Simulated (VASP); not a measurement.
# AlN (P6_3mc) in VASP: further runs, part 2 of 2

VASP 6.6.1. Earlier steps stand in the parts before.

## Step 3: Single point, r2SCAN (strain -0.040 along x and y, +0.080 along z)

Contents of POSCAR:

```
AlN
1.0
    2.9823987248      0.0000000000      0.0000000000
   -1.4911993624      2.5828330599      0.0000000000
    0.0000000000      0.0000000000      5.3766772303
Al N
2 2
Direct
    0.3333333333      0.6666666667      0.0016929024
    0.6666666667      0.3333333333      0.5016929024
    0.3333333333      0.6666666667      0.3833070976
    0.6666666667      0.3333333333      0.8833070976
```

Contents of INCAR.step1:

```
PREC     = Accurate       # precision mode
ENCUT    = 520            # plane-wave cutoff, eV
ISMEAR   = 0              # smearing method
SIGMA    = 0.05           # smearing width, eV
LREAL    = False          # projectors in reciprocal space
LASPH    = True           # aspherical terms in the spheres
NELM     = 100            # most SCF steps
NBANDS   = 16             # bands
GGA      = PE             # functional
ALGO     = Normal         # electronic algorithm
EDIFF    = 1E-4           # SCF threshold, eV
LWAVE    = True           # write WAVECAR
LCHARG   = False          # write CHGCAR
```

Contents of INCAR.step2:

```
PREC     = Accurate       # precision mode
ENCUT    = 520            # plane-wave cutoff, eV
EDIFF    = 1E-7           # SCF threshold, eV
ISMEAR   = 0              # smearing method
SIGMA    = 0.05           # smearing width, eV
LREAL    = False          # projectors in reciprocal space
LASPH    = True           # aspherical terms in the spheres
NELM     = 100            # most SCF steps
ALGO     = Normal         # electronic algorithm
ISIF     = 2              # what is computed and relaxed
LWAVE    = False          # write WAVECAR
LCHARG   = False          # write CHGCAR
METAGGA  = R2SCAN         # meta-GGA
LMIXTAU  = True         
NBANDS   = 16             # bands
ISTART   = 1
```

Contents of KPOINTS:

```
Automatic mesh
0
Gamma
  12 12 6
```

Potentials or basis: VASP PAW PBE potentials, release 64 (Al, N).

On the command line:

```console
> cat potpaw_PBE.64/Al/POTCAR potpaw_PBE.64/N/POTCAR > POTCAR
> cp INCAR.step1 INCAR
> mpirun -np 1 vasp_std > vasp.out
> cp INCAR.step2 INCAR
> mpirun -np 1 vasp_std > vasp.out
```

Run time: 58 s. Hardware: 1 thread of Intel Xeon 6975P-C (Granite Rapids), shared host; peak memory 0.18 GiB.

It converged, with:

```
Free energy            : -37.9590 eV
Pressure               : 5.3 GPa
Largest force          : 0.813 eV/Å
Band gap on the k mesh : 4.49 eV, direct
```

Forces in eV/Å, atoms in the order of the input:
```
Al   0.000  0.000  0.813
Al   0.000  0.000  0.813
N    0.000  0.000 -0.813
N    0.000  0.000 -0.813
```

Stress tensor (GPa, compression positive):
```
 21.33   0.00   0.00
  0.00  21.33   0.00
  0.00   0.00 -26.62
```

Levels at points of the mesh, in eV from the valence-band top:
```
           k point  band 4  band 5  band 6  band 7  band 8  band 9  band 10  band 11  band 12  band 13
(0.00, 0.00, 0.00)   -0.47   -0.38   -0.38    0.00    0.00    4.49     8.85    11.05    12.39    13.34
(0.50, 0.00, 0.00)   -4.60   -3.26   -1.73   -1.63   -0.70    5.77     7.18     8.93    10.85    12.17
(0.00, 0.00, 0.50)   -3.88   -0.19   -0.19   -0.19   -0.19    7.61     7.61    11.01    11.01    13.64
(0.50, 0.00, 0.50)   -5.60   -1.64   -1.64   -1.20   -1.20    5.58     5.58    10.19    10.19    12.40
```

Caveat: the cell differs from its parent crystal (strain -0.040 along x and y, +0.080 along z); the PAW data sets were made with another functional, which shifts forces and pressure a little.

## Step 4: Single point, r2SCAN (strain +0.040 along x and y, -0.080 along z)

Contents of POSCAR:

```
AlN
1.0
    3.2309319518      0.0000000000      0.0000000000
   -1.6154659759      2.7980691482      0.0000000000
    0.0000000000      0.0000000000      4.5801324555
Al N
2 2
Direct
    0.3333333333      0.6666666667      0.0016929024
    0.6666666667      0.3333333333      0.5016929024
    0.3333333333      0.6666666667      0.3833070976
    0.6666666667      0.3333333333      0.8833070976
```

Contents of INCAR.step1:

```
SYSTEM = AlN
PREC = Accurate
ENCUT = 520
ISMEAR = 0
SIGMA = 0.05
LREAL = .FALSE.
LASPH = .TRUE.
NELM = 60
NBANDS = 16
GGA = PE
ALGO = Normal
EDIFF = 1E-4
LWAVE = .TRUE.
LCHARG = .FALSE.
```

Contents of INCAR.step2:

```
SYSTEM = AlN
PREC = Accurate
ENCUT = 520
EDIFF = 1E-7
ISMEAR = 0
SIGMA = 0.05
LREAL = .FALSE.
LASPH = .TRUE.
NELM = 60
ALGO = Normal
ISIF = 2
LWAVE = .FALSE.
LCHARG = .FALSE.
METAGGA = R2SCAN
LMIXTAU = .TRUE.
NBANDS = 16
ISTART = 1
```

Contents of KPOINTS:

```
Automatic mesh
0
G
  12 12 6
  0 0 0
```

On the command line:

```console
> cat potpaw_PBE.64/Al/POTCAR potpaw_PBE.64/N/POTCAR > POTCAR
> cp INCAR.step1 INCAR
> mpirun -np 1 vasp_std > vasp.out
> cp INCAR.step2 INCAR
> mpirun -np 1 vasp_std > vasp.out
```

It took 62 s on 1 thread of Intel Xeon 6975P-C (Granite Rapids), shared host; peak memory 0.17 GiB.

The run converged. Its results:

- Free energy: -37.8776 eV
- Pressure: 3.8 GPa
- Largest force: 2.426 eV/Å
- Band gap on the k mesh: 4.59 eV, direct

Forces on the atoms (eV/Å):
```
Al   0.000  0.000 -2.426
Al   0.000  0.000 -2.426
N    0.000  0.000  2.426
N    0.000  0.000  2.426
```

Stress tensor (GPa, compression positive):
```
-14.87   0.00   0.00
  0.00 -14.87   0.00
  0.00   0.00  41.05
```

Levels at points of the mesh, in eV from the valence-band top:
```tsv
k point	band 6	band 7	band 8	band 9	band 10	band 11
(0.00, 0.00, 0.00)	-0.60	-0.60	0.00	4.59	6.22	10.70
(0.50, 0.00, 0.00)	-2.92	-2.00	-0.82	5.67	7.06	8.70
(0.00, 0.00, 0.50)	-1.15	-1.15	-1.15	6.53	6.53	10.99
(0.50, 0.00, 0.50)	-2.01	-1.31	-1.31	6.02	6.02	10.37
```

Caveat: the cell differs from its parent crystal (strain +0.040 along x and y, -0.080 along z); the PAW data sets were made with another functional, which shifts forces and pressure a little. A k mesh can miss the band edges.

## Step 5: Single point, r2SCAN (strain +0.000 along x and y, +0.040 along z)

Contents of POSCAR:

```
AlN
1.0
    3.1066653383      0.0000000000      0.0000000000
   -1.5533326691      2.6904511040      0.0000000000
    0.0000000000      0.0000000000      5.1775410366
Al N
2 2
Direct
    0.3333333333      0.6666666667      0.0016929024
    0.6666666667      0.3333333333      0.5016929024
    0.3333333333      0.6666666667      0.3833070976
    0.6666666667      0.3333333333      0.8833070976
```

Contents of INCAR.step1:

```
PREC = Accurate
ENCUT = 520
ISMEAR = 0
SIGMA = 0.05
LREAL = F
LASPH = T
NELM = 80
NBANDS = 16
GGA = PE
ALGO = Normal
EDIFF = 1E-4
LWAVE = T
LCHARG = F
```

Contents of INCAR.step2:

```
PREC = Accurate
ENCUT = 520
EDIFF = 1E-7
ISMEAR = 0
SIGMA = 0.05
LREAL = F
LASPH = T
NELM = 80
ALGO = Normal
ISIF = 2
LWAVE = F
LCHARG = F
METAGGA = R2SCAN
LMIXTAU = T
NBANDS = 16
ISTART = 1
```

Contents of KPOINTS:

```
Automatic mesh
0
Gamma
  12 12 6
```

On the command line:

```console
> cat potpaw_PBE.64/Al/POTCAR potpaw_PBE.64/N/POTCAR > POTCAR
> cp INCAR.step1 INCAR
> mpirun -np 1 vasp_std > vasp.out
> cp INCAR.step2 INCAR
> mpirun -np 1 vasp_std > vasp.out
```

Run time: 62 s. Hardware: 1 thread of Intel Xeon 6975P-C (Granite Rapids), shared host; peak memory 0.18 GiB.

The run converged. Its results:

| Quantity | Value |
| --- | --- |
| Free energy | -38.3648 eV |
| Pressure | -7.3 GPa |
| Largest force | 0.311 eV/Å |
| Band gap on the k mesh | 4.63 eV, direct |

Forces on the atoms (eV/Å):
```
Al   0.000  0.000  0.311
Al   0.000  0.000  0.311
N    0.000  0.000 -0.311
N    0.000  0.000 -0.311
```

Stress tensor (GPa, compression positive):
```
 -2.68   0.00   0.00
  0.00  -2.68   0.00
  0.00   0.00 -16.69
```

Levels at points of the mesh, in eV from the valence-band top:
```csv
k point,band 6,band 7,band 8,band 9,band 10,band 11
"(0.00, 0.00, 0.00)",-0.03,-0.03,0.00,4.63,7.70,11.22
"(0.50, 0.00, 0.00)",-1.80,-1.57,-0.59,6.25,6.75,8.81
"(0.00, 0.00, 0.50)",-0.31,-0.31,-0.31,7.18,7.18,10.94
"(0.50, 0.00, 0.50)",-1.32,-1.25,-1.25,5.86,5.86,9.97
```

Caveat: the cell differs from its parent crystal (strain +0.000 along x and y, +0.040 along z); the PAW data sets were made with another functional, which shifts forces and pressure a little. A k mesh can miss the band edges.

## Step 6: Single point, r2SCAN (strain +0.080 along x and y, -0.080 along z)

Contents of POSCAR:

```
AlN
1.0
    3.3551985653      0.0000000000      0.0000000000
   -1.6775992826      2.9056871923      0.0000000000
    0.0000000000      0.0000000000      4.5801324555
Al N
2 2
Direct
    0.3333333333      0.6666666667      0.0016929024
    0.6666666667      0.3333333333      0.5016929024
    0.3333333333      0.6666666667      0.3833070976
    0.6666666667      0.3333333333      0.8833070976
```

Changes to INCAR.step1 since step 5:

```diff
@@ -6,3 +6,3 @@
 LASPH = T
-NELM = 80
+NELM = 60
 NBANDS = 16
```

Changes to INCAR.step2 since step 5:

```diff
@@ -2,3 +2,3 @@
 ENCUT = 520
-EDIFF = 1E-7
+EDIFF = 1E-6
 ISMEAR = 0
@@ -7,3 +7,3 @@
 LASPH = T
-NELM = 80
+NELM = 60
 ALGO = Normal
```

Contents of KPOINTS:

```
regular mesh
0
Gamma
  12 12 6
```

Potentials or basis: VASP PAW PBE potentials, release 64 (Al, N).

On the command line:

```console
> cat potpaw_PBE.64/Al/POTCAR potpaw_PBE.64/N/POTCAR > POTCAR
> cp INCAR.step1 INCAR
> mpirun -np 1 vasp_std > vasp.out
> cp INCAR.step2 INCAR
> mpirun -np 1 vasp_std > vasp.out
```

Wall time 78 s (1 thread of AMD EPYC 9R45 (Zen 5), shared host); peak memory 0.16 GiB.

Results (log left out):

```yaml
Free_energy: -37.4302 eV
Pressure: -8.2 GPa
Largest_force: 2.672 eV/Å
Band_gap_on_the_k_mesh: 3.91 eV, direct
```

Forces in eV/Å, atoms in the order of the input:
```
Al   0.000  0.000 -2.672
Al   0.000  0.000 -2.672
N    0.000  0.000  2.672
N    0.000  0.000  2.672
```

Stress tensor (GPa, compression positive):
```
-28.35   0.00   0.00
  0.00 -28.35   0.00
  0.00   0.00  32.01
```

Levels at points of the mesh, in eV from the valence-band top:
| k point | band 4 | band 5 | band 6 | band 7 | band 8 | band 9 | band 10 | band 11 | band 12 | band 13 |
| --- | --- | --- | --- | --- | --- | --- | --- | --- | --- | --- |
| (0.00, 0.00, 0.00) | -1.70 | -1.70 | -0.52 | -0.52 | 0.00 | 3.91 | 5.40 | 9.97 | 9.97 | 11.52 |
| (0.50, 0.00, 0.00) | -3.67 | -3.42 | -2.87 | -1.87 | -0.67 | 5.28 | 7.12 | 8.06 | 10.38 | 10.74 |
| (0.00, 0.00, 0.50) | -3.03 | -1.13 | -1.13 | -1.13 | -1.13 | 5.86 | 5.86 | 10.25 | 10.25 | 10.25 |
| (0.50, 0.00, 0.50) | -5.71 | -1.93 | -1.93 | -1.12 | -1.12 | 5.80 | 5.80 | 10.05 | 10.05 | 12.13 |

Caveat: the cell differs from its parent crystal (strain +0.080 along x and y, -0.080 along z); the PAW data sets were made with another functional, which shifts forces and pressure a little. A k mesh can miss the band edges.

## Step 7: The runs side by side

| cell | gap on the mesh (eV) | pressure (GPa) | largest force (eV/Å) |
| --- | --- | --- | --- |
| a = 3.107, b = 3.107, c = 4.779 Å, angles 90.0, 90.0, 120.0°, 4 atoms | 5.17 | 9.0 | 0.71 |
| a = 2.982, b = 2.982, c = 5.377 Å, angles 90.0, 90.0, 120.0°, 4 atoms | 4.49 | 5.3 | 0.81 |
| a = 3.231, b = 3.231, c = 4.580 Å, angles 90.0, 90.0, 120.0°, 4 atoms | 4.59 | 3.8 | 2.43 |
| a = 3.107, b = 3.107, c = 5.178 Å, angles 90.0, 90.0, 120.0°, 4 atoms | 4.63 | -7.3 | 0.31 |
| a = 3.355, b = 3.355, c = 4.580 Å, angles 90.0, 90.0, 120.0°, 4 atoms | 3.91 | -8.2 | 2.67 |

Alike in all rows: task single point; level r2SCAN; potentials or basis VASP PAW PBE potentials, release 64 (Al, N); no spin polarisation; k mesh 12 × 12 × 6; cutoff (eV) 520; smearing gaussian 0.05 eV.

Caveats: the PAW data sets were made with another functional, which shifts forces and pressure a little.

Absolute energies hang on the potentials; compare differences alone.
